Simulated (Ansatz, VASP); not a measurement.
GaP in VASP and in Ansatz

```
Ga P
1.0
     0.00000    2.72525    2.72525
     2.72525    0.00000    2.72525
     2.72525    2.72525    0.00000
Ga P
1 1
Direct
  0.00000 0.00000 0.00000
  0.75000 0.75000 0.75000
```

Alike in both runs: task relaxation of cell and atoms; functional PBE; dispersion D4; k mesh 6 × 6 × 6; no spin polarisation.

|  | VASP | Ansatz |
| --- | --- | --- |
| version | VASP 6.6.1 | Ansatz 0.2.0 |
| potentials or method | VASP PAW PBE potentials, release 64 (Ga_d, P) | plane waves, PAW |
| plane-wave cutoff (eV) | 500 | 420 |
| occupations | gaussian, width 0.01 eV | fixed |
| valence electrons in the cell | 18 | 18 |

VASP gave:

- relaxed volume (Å³/atom): 20.04
- relaxed cell length with the largest relative difference (Å): 3.842

**Question.** Estimate Ansatz's values.

**Answer.** Relaxed volume (Å³/atom): 20.06; relaxed cell length with the largest relative difference (Å): 3.842.
